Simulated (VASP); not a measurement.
# P (R-3m) in VASP: notebook

The runs below take P through single point, relaxation of cell and atoms, with PBE+D3(BJ).

Everything below comes from runs of VASP 6.6.1. Logs are shortened: lines on timing, memory, paths and dates and some standing lists are left out, and cuts for length are marked.

**1. The cell of the first run**

The structure is trigonal, space group R-3m (No. 166). Conventional cell: a = 3.419 Å, b = 3.419 Å, c = 8.922 Å, α = 90.00°, β = 90.00°, γ = 120.00°. P (site symmetry 3m) has 6 P at 2.29 to 2.68 Å within 3.0 Å.

**2. Single point, PBE+D3(BJ)**

File INCAR:

```
PREC = Accurate
ENCUT = 500
EDIFF = 1E-6
ISMEAR = 0
SIGMA = 0.1
LREAL = F
LASPH = T
NELM = 120
ALGO = Normal
ISIF = 2
LWAVE = F
LCHARG = F
GGA = PE
IVDW = 12
NBANDS = 12
GGA_COMPAT = F
```

File KPOINTS:

```
Automatic mesh
0
Gamma
  6 6 6
```

File POSCAR:

```
P
1.0
    1.7093317146      0.9868831256      2.9738868283
   -1.7093317146      0.9868831256      2.9738868283
    0.0000000000     -1.9737662511      2.9738868283
P
2
Direct
    0.2315561238      0.2315561238      0.2315561238
    0.7684438762      0.7684438762      0.7684438762
```

Potentials or basis: VASP PAW PBE potentials, release 64 (P).

Run with:

```sh
$ cat potpaw_PBE.64/P/POTCAR > POTCAR
$ mpirun -np 1 vasp_std > vasp.out
```

OUTCAR:

```text
PREC = Accurate
   ENCUT = 500
   EDIFF = 1E-6
   ISMEAR = 0
   LREAL = F
   LASPH = T
   NELM = 120
   ISIF = 2
   GGA = PE
   IVDW = 12
 IVDW          = 12

 ion  position               nearest neighbor table
   1  0.232  0.232  0.232-   2 2.29   2 2.29   2 2.29   2 2.68   2 2.68   2 2.68
   2  0.768  0.768  0.768-   1 2.29   1 2.29   1 2.29   1 2.68   1 2.68   1 2.68

  LATTYP: Found a trigonal (rhomboedric) cell.
 ALAT       =     3.5692794906
 COS(alpha) =     0.5413075585

  Lattice vectors:

 A1 = (   1.7093317146,   0.9868831256,   2.9738868283)
 A2 = (  -1.7093317146,   0.9868831256,   2.9738868283)
 A3 = (   0.0000000000,  -1.9737662511,   2.9738868283)

Analysis of symmetry for initial positions (statically):
=====================================================================
 Subroutine PRICEL returns:
 Original cell was already a primitive cell.

 Routine SETGRP: Setting up the symmetry group for a
 trigonal (rhombohedral) supercell.

 Subroutine GETGRP returns: Found 12 space group operations
 (whereof 12 operations were pure point group operations)
 out of a pool of 12 trial point group operations.

The static configuration has the point symmetry D_3d.

Analysis of symmetry for dynamics (positions and initial velocities):
=====================================================================
 Subroutine PRICEL returns:
 Original cell was already a primitive cell.

 Routine SETGRP: Setting up the symmetry group for a
 trigonal (rhombohedral) supercell.

 Subroutine GETGRP returns: Found 12 space group operations
 (whereof 12 operations were pure point group operations)
 out of a pool of 12 trial point group operations.

The dynamic configuration has the point symmetry D_3d.

 Subroutine INISYM returns: Found 12 space group operations
 (whereof 12 operations are pure point group operations),
 and found     1 'primitive' translations

----------------------------------------------------------------------------------------

                                     Primitive cell

  volume of cell :      30.1001

  direct lattice vectors                    reciprocal lattice vectors
     1.709331715  0.986883126  2.973886828     0.292511977  0.168881869  0.112086758
    -1.709331715  0.986883126  2.973886828    -0.292511977  0.168881869  0.112086758
     0.000000000 -1.973766251  2.973886828     0.000000000 -0.337763738  0.112086758

  length of vectors
     3.569279491  3.569279491  3.569279491     0.355876079  0.355876079  0.355876079

  position of ions in fractional coordinates (direct lattice)
     0.231556124  0.231556124  0.231556124
     0.768443876  0.768443876  0.768443876

  ion indices of the primitive-cell ions
   primitive index   ion index
                 1           1
                 2           2

----------------------------------------------------------------------------------------

 KPOINTS: Automatic mesh

Automatic generation of k-mesh.
 Grid dimensions read from file:
 generate k-points for:    6    6    6

 Generating k-lattice:

  Cartesian coordinates                     Fractional coordinates (reciprocal lattice)
     0.048751996  0.028146978  0.018681126     0.166666667  0.000000000 -0.000000000
    -0.048751996  0.028146978  0.018681126     0.000000000  0.166666667 -0.000000000
     0.000000000 -0.056293956  0.018681126    -0.000000000 -0.000000000  0.166666667

  Length of vectors
     0.059312680  0.059312680  0.059312680

  Shift w.r.t. Gamma in fractional coordinates (k-lattice)
     0.000000000  0.000000000  0.000000000

 Subroutine IBZKPT returns following result:
 ===========================================

 Found     32 irreducible k-points:

 Following reciprocal coordinates:
            Coordinates               Weight
  0.000000  0.000000  0.000000      1.000000
  0.166667 -0.000000 -0.000000      6.000000
  0.333333 -0.000000  0.000000      6.000000
  0.500000 -0.000000  0.000000      3.000000
  0.166667  0.166667  0.000000      6.000000
  0.333333  0.166667  0.000000     12.000000
[... 16 lines left out ...]
  0.500000  0.500000  0.166667      6.000000
 -0.333333  0.500000  0.166667     12.000000
 [... further k-points ...]
   k-points           NKPTS =     32   k-points in BZ     NKDIM =     32   number of bands    NBANDS=     12
   number of dos      NEDOS =    301   number of ions     NIONS =      2
   total plane-waves  NPLWV =  21952
   dimension x,y,z NGX =    28 NGY =   28 NGZ =   28
   dimension x,y,z NGXF=    56 NGYF=   56 NGZF=   56
   ions per type =               2
   NGX,Y,Z   is equivalent  to a cutoff of  13.04, 13.04, 13.04 a.u.
   NGXF,Y,Z  is equivalent  to a cutoff of  26.08, 26.08, 26.08 a.u.
 SYSTEM =  unknown system
   PREC   = accura    normal or accurate (medium, high low for compatibility)
   ISTART =      0    job   : 0-new  1-cont  2-samecut
   ICHARG =      2    charge: 1-file 2-atom 10-const
   ISPIN  =      1    spin polarized calculation?
   LNONCOLLINEAR =      F non collinear calculations
   LSORBIT =      F    spin-orbit coupling
   LASPH  =      T    aspherical Exc in radial PAW
   ENCUT  =  500.0 eV  36.75 Ry    6.06 a.u.   6.51  6.51  6.51*2*pi/ulx,y,z
   NELM   =    120;   NELMIN=  2; NELMDL= -5     # of ELM steps
   EDIFF  = 0.1E-05   stopping-criterion for ELM
   LREAL  =      F    real-space projection
   EDIFFG = 0.1E-04   stopping-criterion for IOM
   NSW    =      0    number of steps for IOM
   IBRION =     -1    ionic relax: 0-MD 1-quasi-New 2-CG
   NFREE  =      0    steps in history (QN), initial steepest desc. (CG)
   ISIF   =      2    stress and relaxation
   ISYM   =      2    0-nonsym 1-usesym 2-fastsym
   POTIM  = 0.5000    time-step for ionic-motion
   TEBEG  =    0.0;   TEEND  =   0.0 temperature during run
   PSTRESS=    0.0 pullay stress
   NELECT =      10.0000    total number of electrons
   NUPDOWN=      -1.0000    fix difference up-down
   EMIN   =  10.00;   EMAX   =-10.00  energy-range for DOS
   EFERMI =   0.00;   METHOD = LEGACY
   ISMEAR =     0;   SIGMA  =   0.10  broadening in eV -4-tet -1-fermi 0-gaus
   EFERMI_NEDOS =   21; number of points for ismear=-14 and -15
   IALGO  =     38    algorithm
   IMIX   =      4    mixing-type and parameters
     AMIX     =   0.40;   BMIX     =  1.00
     AMIX_MAG =   1.60;   BMIX_MAG =  1.00
  volume/ion in A,a.u.               =      15.05       101.56
  Fermi-wavevector in a.u.,A,eV,Ry     =   1.133841  2.142649 17.491594  1.285596
  Thomas-Fermi vector in A             =   2.270544
   LORBIT       =      0    0 simple, 1 ext, 2 COOP (PROOUT), +10 PAW based schemes
   GGA     = PE    functional components
   LHFCALC =     F    Hartree Fock is set to
   AEXX    =    0.0000 exact exchange contribution
   IVDW    =    12    specifies the selected vdW correction
   LEPSILON=     F    determine dielectric tensor
   LRPA    =     F    only Hartree local field effects (RPA)
 non-spin polarized calculation
 Gauss-broadening in eV      SIGMA  =   0.10
  energy-cutoff  :      500.00
  volume of cell :       30.10
 maximum number of plane-waves:       782
 NGX is ok and might be reduce to    28
   NGX = 13   NGY = 13   NGZ = 13

 number of electron      10.0000000 magnetization

 Free energy of the ion-electron system (eV)
  ---------------------------------------------------
  ext. energy  EPLUGINS =         0.00000000
  ---------------------------------------------------
  free energy    TOTEN  =       -10.62956190 eV

  energy without entropy =      -10.62747749  energy(sigma->0) =      -10.62851970

 E-fermi :   9.9493     XC(G=0): -11.0927

 val. band max:        9.8738427318   @ k =   0.5000   0.5000   0.0000
 cond. band min:      10.0100207381   @ k =   0.5000  -0.0000   0.0000
 fundamental gap:      0.1361780063
 Fermi energy:         9.9493023083

 k-point     1 :       0.0000    0.0000    0.0000
  band No.  band energies     occupation
      1      -7.1536      2.00000
      2       6.7860      2.00000
      3       6.9627      2.00000
      4       6.9627      2.00000
      5       7.0777      2.00000
      6      11.7277      0.00000
      7      12.8926      0.00000
      8      12.8926      0.00000
      9      15.3367      0.00000
     10      15.3367      0.00000
     11      16.5018      0.00000
     12      16.6164      0.00000

 k-point     2 :       0.1667   -0.0000   -0.0000
  band No.  band energies     occupation
      1      -6.6834      2.00000
      2       3.6919      2.00000
      3       6.6561      2.00000
      4       6.7232      2.00000
      5       8.7231      2.00000
      6      11.9036      0.00000
      7      12.1137      0.00000
      8      12.6232      0.00000
      9      14.4421      0.00000
     10      15.0347      0.00000
     11      15.4232      0.00000
     12      19.6878      0.00000

 k-point     3 :       0.3333   -0.0000    0.0000
  band No.  band energies     occupation
      1      -5.2938      2.00000
      2       0.1424      2.00000
      3       6.3929      2.00000
      4       6.6073      2.00000
      5       9.1296      2.00000
      6      10.3120      0.00000
      7      10.4544      0.00000
      8      11.2715      0.00000
      9      16.8212      0.00000
     10      17.5393      0.00000
     11      17.6995      0.00000
     12      24.1056      0.00000

 k-point     4 :       0.5000   -0.0000    0.0000
  band No.  band energies     occupation
      1      -3.4194      2.00000
      2      -2.5053      2.00000
      3       6.2842      2.00000
      4       6.7435      2.00000
      5       8.8664      2.00000
      6       9.8015      1.96344
      7      10.0100      0.39051
      8      10.4365      0.00000
      9      19.5678      0.00000
     10      20.3932      0.00000
     11      21.6561      0.00000
     12      21.8160      0.00000

 k-point     5 :       0.1667    0.1667    0.0000
  band No.  band energies     occupation
      1      -6.5535      2.00000
      2       4.0517      2.00000
      3       5.5536      2.00000
      4       5.9612      2.00000
      5       8.9219      2.00000
      6      11.2617      0.00000
      7      11.9548      0.00000
      8      14.0472      0.00000
      9      14.9141      0.00000
     10      16.1521      0.00000
     11      16.4563      0.00000
     12      17.8068      0.00000
[... 228 lines left out ...]
      1      -2.7315      2.00000
      2      -1.5603      2.00000
      3       2.9811      2.00000
      4       3.1390      2.00000
      5       8.5326      2.00000
      6      10.4836      0.00000
      7      14.4478      0.00000
      8      15.5971      0.00000
      9      16.0323      0.00000
     10      17.6239      0.00000
     11      22.4921      0.00000
     12      22.9084      0.00000

 k-point    22 :      -0.1667    0.3333    0.1667
  band No.  band energies     occupation
      1      -4.1175      2.00000
      2      -0.0563      2.00000
      3       3.1584      2.00000
      4       4.6236      2.00000
      5       7.3236      2.00000
      6      11.2528      0.00000
      7      12.8154      0.00000
      8      14.4680      0.00000
      9      16.5435      0.00000
     10      19.4165      0.00000
     11      20.0911      0.00000
     12      22.0992      0.00000

 k-point    23 :       0.5000    0.5000    0.1667
  band No.  band energies     occupation
      1      -3.7213      2.00000
      2       0.3113      2.00000
      3       1.8722      2.00000
      4       4.5794      2.00000
      5       5.7570      2.00000
      6      11.2220      0.00000
      7      14.3488      0.00000
      8      16.6583      0.00000
      9      17.5384      0.00000
     10      21.0181      0.00000
     11      21.3949      0.00000
     12      21.5424      0.00000

 k-point    24 :      -0.3333    0.5000    0.1667
  band No.  band energies     occupation
      1      -2.6517      2.00000
      2      -0.6602      2.00000
      3       1.6784      2.00000
      4       2.8870      2.00000
      5       7.2089      2.00000
      6      12.0488      0.00000
      7      12.9624      0.00000
      8      17.2678      0.00000
      9      17.5639      0.00000
     10      18.9412      0.00000
     11      21.9515      0.00000
     12      23.5104      0.00000

 [... further k-points ...]

------------------------ aborting loop because EDIFF is reached ----------------------------------------

 Edisp (eV)   -0.93934

 E8    (eV) :    -0.3556

  FORCE on cell =-STRESS in cart. coord.  units (eV):
  Direction    XX          YY          ZZ          XY          YZ          ZX
  --------------------------------------------------------------------------------------
  -------------------------------------------------------------------------------------
  Total      -0.10609    -0.10609    -0.00659    -0.00000    -0.00000    -0.00000
  in kB      -5.64705    -5.64705    -0.35072    -0.00000    -0.00000    -0.00000
  external pressure =       -3.88 kB  Pullay stress =        0.00 kB

 VOLUME and BASIS-vectors are now :
 -----------------------------------------------------------------------------
  energy-cutoff  :      500.00
  volume of cell :       30.10
      direct lattice vectors                 reciprocal lattice vectors
     1.709331715  0.986883126  2.973886828     0.292511977  0.168881869  0.112086758
    -1.709331715  0.986883126  2.973886828    -0.292511977  0.168881869  0.112086758
     0.000000000 -1.973766251  2.973886828     0.000000000 -0.337763738  0.112086758

 POSITION                                       TOTAL-FORCE (eV/Angst)
 -----------------------------------------------------------------------------------
      0.00000      0.00000      2.06587         0.000000     -0.000000     -0.074835
      0.00000      0.00000      6.85580         0.000000      0.000000      0.074835
 -----------------------------------------------------------------------------------
    total drift:                                0.000000     -0.000000      0.000000

  FREE ENERGIE OF THE ION-ELECTRON SYSTEM (eV)
  ---------------------------------------------------
  free  energy   TOTEN  =       -11.5689022600 eV

  energy  without entropy=      -11.5668178488  energy(sigma->0) =      -11.56786005
```

It took 16 s on 1 thread of Intel Xeon Platinum 8259CL at 2.50GHz (Skylake/Cascade Lake), shared host; peak memory 0.16 GiB.

What came out:

* Free energy: -11.5689 eV
* Pressure: -0.4 GPa
* Largest force: 0.075 eV/Å
* Band gap on the k mesh: zero (bands 5 and 6 overlap by 1.01 eV)
* Dispersion energy per atom: -0.470 eV

Forces on the atoms (eV/Å):
```
P    0.000  0.000 -0.075
P    0.000  0.000  0.075
```

Levels at points of the mesh, in eV from the Fermi level:
| k point | band 1 | band 2 | band 3 | band 4 | band 5 | band 6 | band 7 | band 8 | band 9 | band 10 |
| --- | --- | --- | --- | --- | --- | --- | --- | --- | --- | --- |
| (0.00, 0.00, 0.00) | -17.10 | -3.16 | -2.99 | -2.99 | -2.87 | 1.78 | 2.94 | 2.94 | 5.39 | 5.39 |
| (0.50, 0.00, 0.00) | -13.37 | -12.45 | -3.67 | -3.21 | -1.08 | -0.15 | 0.06 | 0.49 | 9.62 | 10.44 |
| (0.50, 0.50, 0.00) | -13.04 | -10.09 | -7.36 | -5.83 | -5.80 | -0.08 | 6.72 | 7.65 | 8.83 | 9.23 |
| (0.50, 0.50, 0.50) | -14.53 | -11.68 | -2.85 | -2.85 | -0.68 | -0.68 | 0.26 | 2.08 | 9.40 | 9.90 |

Caveat: the k points lie up to 0.37 Å⁻¹ apart, too coarse for converged energies and pressures of a metal.

[end of part 1 of 2]
